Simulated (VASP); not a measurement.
Input of a VASP 6.6.1 run:

INCAR

```
  PREC = Accurate
  ENCUT = 520
  EDIFF = 1E-7
  ISMEAR = 0
  SIGMA = 0.1
  LREAL = False
  LASPH = True
  NELM = 60
  ALGO = Normal
  ISIF = 2
  LWAVE = False
  LCHARG = True
  GGA = PE
  LELF = True
  LVHAR = True
  NBANDS = 30
```

Contents of KPOINTS:

```
Automatic mesh
0
Gamma
  4 4 4
```

POSCAR

```
SrTa2O2
1.0
   -2.7365454400      2.7365454400      2.8722197900
    2.7365454400     -2.7365454400      2.8722197900
    2.7365454400      2.7365454400     -2.8722197900
Sr Ta O
1 2 2
Direct
    0.0000000000      0.0000000000      0.0000000000
    0.5000000000      0.0000000000      0.5000000000
    0.0000000000      0.5000000000      0.5000000000
    0.6455033900      0.6455033900      0.0000000000
    0.3544966100      0.3544966100      0.0000000000
```

Potentials or basis: VASP PAW PBE potentials, release 64 (Sr_sv, Ta_pv, O).

The run is started by

```console
$ cat potpaw_PBE.64/Sr_sv/POTCAR potpaw_PBE.64/Ta_pv/POTCAR potpaw_PBE.64/O/POTCAR > POTCAR
$ mpirun -np 1 vasp_std > vasp.out
```

Task: What does it give for the band gap on the k mesh?

Result: Zero (bands 22 and 23 overlap by 0.44 eV).

Task: Predict the pressure.

Result: 9.2 GPa.

Task: Estimate the largest force.

Result: 3.210 eV/Å.

Forces on the atoms (eV/Å):
```
Sr   0.000  0.000  0.000
Ta   0.000  0.000  0.000
Ta   0.000  0.000  0.000
O    0.000  0.000 -3.210
O    0.000  0.000  3.210
```

Caveat: the k points lie up to 0.40 Å⁻¹ apart; spin-orbit coupling is left out, which moves the levels of the heavy elements; forces of over 1 eV/Å act on the atoms, so gaps and moduli don't describe the material at rest.
